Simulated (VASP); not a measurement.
# Si2W (I4/mmm) in VASP: further runs, part 3 of 3

VASP 6.6.1.

### Step 5. Single point, PBE

This run uses another cell than the first one, of 13.48 Å³/atom, 1.025 times its volume.

INCAR

```
PREC = Accurate ; ENCUT = 520
EDIFF = 1E-6 ; ISMEAR = 0
SIGMA = 0.028999999999999998 ; LREAL = F
LASPH = T ; NELM = 80
ALGO = Normal ; ISIF = 2
LWAVE = F ; LCHARG = T
GGA = PE ; LELF = T
LVHAR = T ; NBANDS = 18
```

KPOINTS

```
regular mesh
0
Gamma
  12 12 12
```

POSCAR

```
Si2W
1.0
   -1.6069000000      1.6069000000      3.9149500000
    1.6069000000     -1.6069000000      3.9149500000
    1.6069000000      1.6069000000     -3.9149500000
W Si
1 2
Direct
    0.0000000000      0.0000000000      0.0000000000
    0.6653000000      0.6653000000      0.0000000000
    0.3347000000      0.3347000000      0.0000000000
```

Potentials or basis: VASP PAW PBE potentials, release 64 (W_sv, Si).

Launch:

```bash
> cat potpaw_PBE.64/W_sv/POTCAR potpaw_PBE.64/Si/POTCAR > POTCAR
> mpirun -np 1 vasp_std > vasp.out
```

OUTCAR:

```text
PREC = Accurate
   ENCUT = 520
   EDIFF = 1E-6
   ISMEAR = 0
   LREAL = F
   LASPH = T
   NELM = 80
   ISIF = 2
   GGA = PE

 ion  position               nearest neighbor table
   1  0.000  0.000  0.000-   2 2.62   2 2.62   2 2.62   3 2.62   2 2.62   3 2.62   3 2.62   3 2.62
                             2 2.62   3 2.62
   2  0.665  0.665  0.000-   3 2.59   1 2.62   1 2.62   1 2.62   1 2.62   1 2.62   3 2.63   3 2.63
                             3 2.63   3 2.63
   3  0.335  0.335  0.000-   2 2.59   1 2.62   1 2.62   1 2.62   1 2.62   1 2.62   2 2.63   2 2.63
                             2 2.63   2 2.63

  LATTYP: Found a body centered tetragonal cell.
 ALAT       =     3.2138000000
 C/A-ratio  =     2.4363370465

  Lattice vectors:

 A1 = (  -1.6069000000,   1.6069000000,   3.9149500000)
 A2 = (   1.6069000000,  -1.6069000000,   3.9149500000)
 A3 = (   1.6069000000,   1.6069000000,  -3.9149500000)

Analysis of symmetry for initial positions (statically):
=====================================================================
 Subroutine PRICEL returns:
 Original cell was already a primitive cell.

 Routine SETGRP: Setting up the symmetry group for a
 body centered tetragonal supercell.

 Subroutine GETGRP returns: Found 16 space group operations
 (whereof 16 operations were pure point group operations)
 out of a pool of 16 trial point group operations.

The static configuration has the point symmetry D_4h.

Analysis of symmetry for dynamics (positions and initial velocities):
=====================================================================
 Subroutine PRICEL returns:
 Original cell was already a primitive cell.

 Routine SETGRP: Setting up the symmetry group for a
 body centered tetragonal supercell.

 Subroutine GETGRP returns: Found 16 space group operations
 (whereof 16 operations were pure point group operations)
 out of a pool of 16 trial point group operations.

The dynamic configuration has the point symmetry D_4h.

 Subroutine INISYM returns: Found 16 space group operations
 (whereof 16 operations are pure point group operations),
 and found     1 'primitive' translations

----------------------------------------------------------------------------------------

                                     Primitive cell

  volume of cell :      40.4356

  direct lattice vectors                    reciprocal lattice vectors
    -1.606900000  1.606900000  3.914950000     0.000000000  0.311158131  0.127715552
     1.606900000 -1.606900000  3.914950000     0.311158131  0.000000000  0.127715552
     1.606900000  1.606900000 -3.914950000     0.311158131  0.311158131  0.000000000

  length of vectors
     4.526708376  4.526708376  4.526708376     0.336348992  0.336348992  0.440044048

  position of ions in fractional coordinates (direct lattice)
     0.000000000  0.000000000  0.000000000
     0.665300000  0.665300000  0.000000000
     0.334700000  0.334700000  0.000000000

  ion indices of the primitive-cell ions
   primitive index   ion index
                 1           1
                 2           2
                 3           3

----------------------------------------------------------------------------------------

[... 22 lines left out ...]
 Found    163 irreducible k-points:

 Following reciprocal coordinates:
            Coordinates               Weight
  0.000000  0.000000  0.000000      1.000000
  0.083333  0.000000  0.000000      8.000000
  0.166667 -0.000000  0.000000      8.000000
  0.250000  0.000000  0.000000      8.000000
  0.333333  0.000000  0.000000      8.000000
  0.416667  0.000000  0.000000      8.000000
[... 16 lines left out ...]
  0.500000  0.166667 -0.000000     16.000000
 -0.416667  0.166667  0.000000     16.000000
 [... further k-points ...]
   k-points           NKPTS =    163   k-points in BZ     NKDIM =    163   number of bands    NBANDS=     18
   number of dos      NEDOS =    301   number of ions     NIONS =      3
   total plane-waves  NPLWV =  46656
   dimension x,y,z NGX =    36 NGY =   36 NGZ =   36
   dimension x,y,z NGXF=    72 NGYF=   72 NGZF=   72
   ions per type =               1   2
   NGX,Y,Z   is equivalent  to a cutoff of  13.22, 13.22, 13.22 a.u.
   NGXF,Y,Z  is equivalent  to a cutoff of  26.44, 26.44, 26.44 a.u.
 SYSTEM =  unknown system
   PREC   = accura    normal or accurate (medium, high low for compatibility)
   ISTART =      0    job   : 0-new  1-cont  2-samecut
   ICHARG =      2    charge: 1-file 2-atom 10-const
   ISPIN  =      1    spin polarized calculation?
   LNONCOLLINEAR =      F non collinear calculations
   LSORBIT =      F    spin-orbit coupling
   LASPH  =      T    aspherical Exc in radial PAW
   ENCUT  =  520.0 eV  38.22 Ry    6.18 a.u.   8.42  8.42  8.42*2*pi/ulx,y,z
   NELM   =     80;   NELMIN=  2; NELMDL= -5     # of ELM steps
   EDIFF  = 0.1E-05   stopping-criterion for ELM
   LREAL  =      F    real-space projection
   EDIFFG = 0.1E-04   stopping-criterion for IOM
   NSW    =      0    number of steps for IOM
   IBRION =     -1    ionic relax: 0-MD 1-quasi-New 2-CG
   NFREE  =      0    steps in history (QN), initial steepest desc. (CG)
   ISIF   =      2    stress and relaxation
   ISYM   =      2    0-nonsym 1-usesym 2-fastsym
   POTIM  = 0.5000    time-step for ionic-motion
   TEBEG  =    0.0;   TEEND  =   0.0 temperature during run
   PSTRESS=    0.0 pullay stress
   NELECT =      22.0000    total number of electrons
   NUPDOWN=      -1.0000    fix difference up-down
   EMIN   =  10.00;   EMAX   =-10.00  energy-range for DOS
   EFERMI =   0.00;   METHOD = LEGACY
   ISMEAR =     0;   SIGMA  =   0.03  broadening in eV -4-tet -1-fermi 0-gaus
   EFERMI_NEDOS =   21; number of points for ismear=-14 and -15
   IALGO  =     38    algorithm
   IMIX   =      4    mixing-type and parameters
     AMIX     =   0.40;   BMIX     =  1.00
     AMIX_MAG =   1.60;   BMIX_MAG =  1.00
  volume/ion in A,a.u.               =      13.48        90.96
  Fermi-wavevector in a.u.,A,eV,Ry     =   1.336476  2.525573 24.302284  1.786167
  Thomas-Fermi vector in A             =   2.465099
   LORBIT       =      0    0 simple, 1 ext, 2 COOP (PROOUT), +10 PAW based schemes
   GGA     = PE    functional components
   LHFCALC =     F    Hartree Fock is set to
   AEXX    =    0.0000 exact exchange contribution
   IVDW    =     0    specifies the selected vdW correction
   LEPSILON=     F    determine dielectric tensor
   LRPA    =     F    only Hartree local field effects (RPA)
 non-spin polarized calculation
 Gauss-broadening in eV      SIGMA  =   0.03
  energy-cutoff  :      520.00
  volume of cell :       40.44
 maximum number of plane-waves:      1118
 NGX is ok and might be reduce to    36
   NGX = 17   NGY = 17   NGZ = 17

 number of electron      21.9999999 magnetization

 Free energy of the ion-electron system (eV)
  ---------------------------------------------------
  ext. energy  EPLUGINS =         0.00000000
  ---------------------------------------------------
  free energy    TOTEN  =       -24.80835592 eV

  energy without entropy =      -24.80825739  energy(sigma->0) =      -24.80830665

 E-fermi :  11.9978     XC(G=0): -12.5286

 val. band max:       11.9898393974   @ k =  -0.4167  -0.4167   0.3333
 cond. band min:      12.0158553238   @ k =  -0.4167  -0.4167   0.4167
 fundamental gap:      0.0260159264
 Fermi energy:        11.9977761129

 k-point     1 :       0.0000    0.0000    0.0000
  band No.  band energies     occupation
      1     -61.8945      2.00000
      2     -26.1514      2.00000
      3     -26.1373      2.00000
      4     -26.1373      2.00000
      5      -2.1173      2.00000
      6       5.1044      2.00000
[... 481 lines left out ...]
      5       0.9653      2.00000
      6       3.6478      2.00000
[... 10 lines left out ...]
     17      19.0354      0.00000
     18      20.3217      0.00000

 [... further k-points ...]

------------------------ aborting loop because EDIFF is reached ----------------------------------------

  FORCE on cell =-STRESS in cart. coord.  units (eV):
  Direction    XX          YY          ZZ          XY          YZ          ZX
  --------------------------------------------------------------------------------------
  -------------------------------------------------------------------------------------
  Total        0.7983581      0.7983581      0.9373259      0.0000000      0.0000000      0.0000000
  in kB       31.6332939     31.6332939     37.1396039      0.0000000      0.0000000      0.0000000
  external PRESSURE =      33.4687306 kB  Pullay stress =       0.0000000 kB

 VOLUME and BASIS-vectors are now :
 -----------------------------------------------------------------------------
  energy-cutoff  :      520.00
  volume of cell :       40.44
      direct lattice vectors                 reciprocal lattice vectors
    -1.606900000  1.606900000  3.914950000     0.000000000  0.311158131  0.127715552
     1.606900000 -1.606900000  3.914950000     0.311158131  0.000000000  0.127715552
     1.606900000  1.606900000 -3.914950000     0.311158131  0.311158131  0.000000000

 POSITION                                       TOTAL-FORCE (eV/Angst)
 -----------------------------------------------------------------------------------
      0.00000      0.00000      0.00000        -0.000000     -0.000000      0.000000
      0.00000      0.00000      5.20923        -0.000000     -0.000000      0.084079
      0.00000      0.00000      2.62067         0.000000      0.000000     -0.084079
 -----------------------------------------------------------------------------------
    total drift:                               -0.000000     -0.000000      0.000000

  FREE ENERGIE OF THE ION-ELECTRON SYSTEM (eV)
  ---------------------------------------------------
  free  energy   TOTEN  =       -24.8083559188 eV

  energy  without entropy=      -24.8082573901  energy(sigma->0) =      -24.80830665
```

OSZICAR:

```text
N       E                     dE             d eps       ncg     rms          rms(c)
DAV:   1     0.131566906983E+03    0.13157E+03   -0.10937E+04  5868   0.124E+03
DAV:   2    -0.210026014316E+02   -0.15257E+03   -0.14887E+03  6752   0.321E+02
DAV:   3    -0.256303984877E+02   -0.46278E+01   -0.45659E+01  7310   0.501E+01
DAV:   4    -0.256724798360E+02   -0.42081E-01   -0.42034E-01  7026   0.497E+00
DAV:   5    -0.256729121539E+02   -0.43232E-03   -0.43230E-03  6930   0.548E-01    0.254E+01
DAV:   6    -0.249096740822E+02    0.76324E+00   -0.34759E+00  6296   0.132E+01    0.877E+00
DAV:   7    -0.248306974898E+02    0.78977E-01   -0.22101E-01  6244   0.265E+00    0.452E+00
DAV:   8    -0.248088469405E+02    0.21851E-01   -0.42119E-02  6652   0.162E+00    0.331E-01
DAV:   9    -0.248084457811E+02    0.40116E-03   -0.10206E-03  6742   0.257E-01    0.194E-01
DAV:  10    -0.248083612888E+02    0.84492E-04   -0.26255E-04  7030   0.139E-01    0.396E-02
DAV:  11    -0.248083555473E+02    0.57415E-05   -0.35527E-05  6734   0.425E-02    0.175E-02
DAV:  12    -0.248083559188E+02   -0.37150E-06   -0.15065E-06  4672   0.825E-03
   1 F= -.24808356E+02 E0= -.24808307E+02  d E =-.985287E-04
```

Wall time 1.7 min (1 thread of AMD EPYC 9R14 (Zen 4), shared host); peak memory 0.25 GiB.

Results:

```yaml
Free_energy: -24.8084 eV
Pressure: 3.3 GPa
Largest_force: 0.084 eV/Å
Band_gap_on_the_k_mesh: zero (band 11 reaches 12.70 eV, above the bottom of band 12 at 11.40 eV)
```

Forces in eV/Å, atoms in the order of the input:
```
W    0.000  0.000  0.000
Si   0.000  0.000  0.084
Si   0.000  0.000 -0.084
```

Stress tensor (GPa, compression positive):
```
3.16 0.00 0.00
0.00 3.16 0.00
0.00 0.00 3.71
```

Caveat: spin-orbit coupling is left out, which moves the levels of the heavy elements.

### Step 6. Single point, PBEsol

This run uses another cell than the first one, of 12.04 Å³/atom, 0.915 times its volume.

INCAR

```
SYSTEM = Si2W
PREC     = Accurate       ! precision mode
ENCUT    = 520            ! plane-wave cutoff, eV
EDIFF    = 1E-6           ! SCF threshold, eV
ISMEAR   = -1             ! smearing method
SIGMA    = 0.05           ! smearing width, eV
LREAL    = .FALSE.        ! projectors in reciprocal space
LASPH    = .TRUE.         ! aspherical terms in the spheres
NELM     = 100            ! most SCF steps
ALGO     = Normal         ! electronic algorithm
ISIF     = 2              ! what is computed and relaxed
LWAVE    = .FALSE.        ! write WAVECAR
LCHARG   = .FALSE.        ! write CHGCAR
GGA      = PS             ! functional
NBANDS   = 18             ! bands
```

KPOINTS

```
Automatic mesh
0
G
  12 12 12
  0 0 0
```

POSCAR

```
Si2W
1.0
   -1.5423744547      1.5423744547      3.7952480317
    1.5423744547     -1.5423744547      3.7952480317
    1.5423744547      1.5423744547     -3.7952480317
W Si
1 2
Direct
    0.0000000000      0.0000000000      0.0000000000
    0.6670348730      0.6670348730      0.0000000000
    0.3329651270      0.3329651270      0.0000000000
```

Potentials or basis: VASP PAW PBE potentials, release 64 (W_sv, Si).

Launch:

```bash
> cat potpaw_PBE.64/W_sv/POTCAR potpaw_PBE.64/Si/POTCAR > POTCAR
> mpirun -np 1 vasp_std > vasp.out
```

OUTCAR:

```text
SYSTEM = Si2W
   PREC = Accurate
   ENCUT = 520
   EDIFF = 1E-6
   ISMEAR = -1
   LREAL = .FALSE.
   LASPH = .TRUE.
   NELM = 100
   ISIF = 2
   GGA = PS

 ion  position               nearest neighbor table
   1  0.000  0.000  0.000-   2 2.52   2 2.52   3 2.52   2 2.52   3 2.52   3 2.52   2 2.52   3 2.52
                             2 2.53   3 2.53
   2  0.667  0.667  0.000-   3 2.52   3 2.52   3 2.52   3 2.52   1 2.52   1 2.52   1 2.52   1 2.52
                             1 2.53   3 2.54
   3  0.333  0.333  0.000-   2 2.52   2 2.52   2 2.52   2 2.52   1 2.52   1 2.52   1 2.52   1 2.52
                             1 2.53   2 2.54

  LATTYP: Found a body centered tetragonal cell.
[... 702 lines left out ...]
  --------------------------------------------------------------------------------------
  -------------------------------------------------------------------------------------
  Total        6.9388297      6.9388297      6.9272861      0.0000000     -0.0000000      0.0000000
  in kB      307.8343020    307.8343020    307.3221806      0.0000000     -0.0000000      0.0000000
  external PRESSURE =     307.6635949 kB  Pullay stress =       0.0000000 kB

 VOLUME and BASIS-vectors are now :
 -----------------------------------------------------------------------------
  energy-cutoff  :      520.00
  volume of cell :       36.11
      direct lattice vectors                 reciprocal lattice vectors
    -1.542374455  1.542374455  3.795248032     0.000000000  0.324175493  0.131743695
     1.542374455 -1.542374455  3.795248032     0.324175493  0.000000000  0.131743695
     1.542374455  1.542374455 -3.795248032     0.324175493  0.324175493  0.000000000

 POSITION                                       TOTAL-FORCE (eV/Angst)
 -----------------------------------------------------------------------------------
      0.00000      0.00000      0.00000        -0.000000     -0.000000      0.000000
      0.00000      0.00000      5.06313        -0.000000     -0.000000      0.012189
      0.00000      0.00000      2.52737         0.000000      0.000000     -0.012189
 -----------------------------------------------------------------------------------
    total drift:                               -0.000000     -0.000000      0.000000

  FREE ENERGIE OF THE ION-ELECTRON SYSTEM (eV)
  ---------------------------------------------------
  free  energy   TOTEN  =       -26.2876986259 eV

  energy  without entropy=      -26.2860224616  energy(sigma->0) =      -26.28686054
```

stdout:

```text
POSCAR found type information on POSCAR W Si
 POSCAR found :  2 types and       3 ions
 scaLAPACK will be used
 -----------------------------------------------------------------------------
|                                                                             |
|                                                                             |
|     You enforced a specific xc type in the INCAR file but a different       |
|     I HOPE YOU KNOW WHAT YOU ARE DOING!                                     |
|                                                                             |
 -----------------------------------------------------------------------------

 LDA part: xc-table for (Slater+PW92), standard interpolation
 POSCAR, INCAR and KPOINTS ok, starting setup
 FFT: planning ... GRIDC
 FFT: planning ... GRID_SOFT
 FFT: planning ... GRID
 WAVECAR not read
 entering main loop
```

Run time: 80 s. Hardware: 1 thread of Intel Xeon Platinum 8488C (Sapphire Rapids), shared host; peak memory 0.27 GiB.

What came out:

```
Free energy            : -26.2877 eV
Pressure               : 30.8 GPa
Largest force          : 0.012 eV/Å
Band gap on the k mesh : zero (band 11 reaches 14.53 eV, above the bottom of band 12 at 12.90 eV)
```

Forces on the atoms (eV/Å):
```
W    0.000  0.000  0.000
Si   0.000  0.000  0.012
Si   0.000  0.000 -0.012
```

Levels at points of the mesh, in eV from the Fermi level:
```csv
k point,band 9,band 10,band 11,band 12,band 13,band 14
"(0.00, 0.00, 0.00)",-3.23,-3.23,0.74,2.35,3.47,3.54
"(0.50, 0.00, 0.00)",-3.31,-3.10,-0.64,2.94,3.21,4.10
"(0.50, 0.50, 0.00)",-5.54,-3.87,-1.72,3.07,3.52,3.70
"(0.50, 0.50, 0.50)",-0.85,-0.85,-0.65,-0.65,0.96,4.74
```

Caveat: the PAW data sets were made with another functional, which shifts forces and pressure a little; spin-orbit coupling is left out, which moves the levels of the heavy elements.

### Step 7. Overview

| level | cell | smearing | gap on the mesh (eV) | pressure (GPa) | largest force (eV/Å) |
| --- | --- | --- | --- | --- | --- |
| revPBE+D4 | a = 4.497 Å, angles 138.5, 138.5, 60.1°, 3 atoms | fermi-dirac 0.05 eV | none | -0.2 | 0.01 |
| BLYP+D3(BJ) | a = 4.496 Å, angles 138.4, 138.4, 60.3°, 3 atoms | fermi-dirac 0.05 eV | none | 1.2 | 0.01 |
| BLYP+D4 | a = 4.519 Å, angles 138.3, 138.3, 60.4°, 3 atoms | fermi-dirac 0.05 eV | none | 1.2 | 0.01 |
| PBE | a = 4.527 Å, angles 138.4, 138.4, 60.3°, 3 atoms | gaussian 0.029 eV | none | 3.3 | 0.08 |
| PBEsol | a = 4.377 Å, angles 138.7, 138.7, 59.8°, 3 atoms | fermi-dirac 0.05 eV | none | 30.8 | 0.01 |

Alike in all rows: task single point; potentials or basis VASP PAW PBE potentials, release 64 (W_sv, Si); no spin polarisation; k mesh 12 × 12 × 12; cutoff (eV) 520.

Caveats: spin-orbit coupling is left out, which moves the levels of the heavy elements; the PAW data sets were made with another functional, which shifts forces and pressure a little (some runs); pairwise dispersion overbinds metals, which lowers pressure and volume (some runs).

Absolute energies hang on the potentials; compare differences alone.
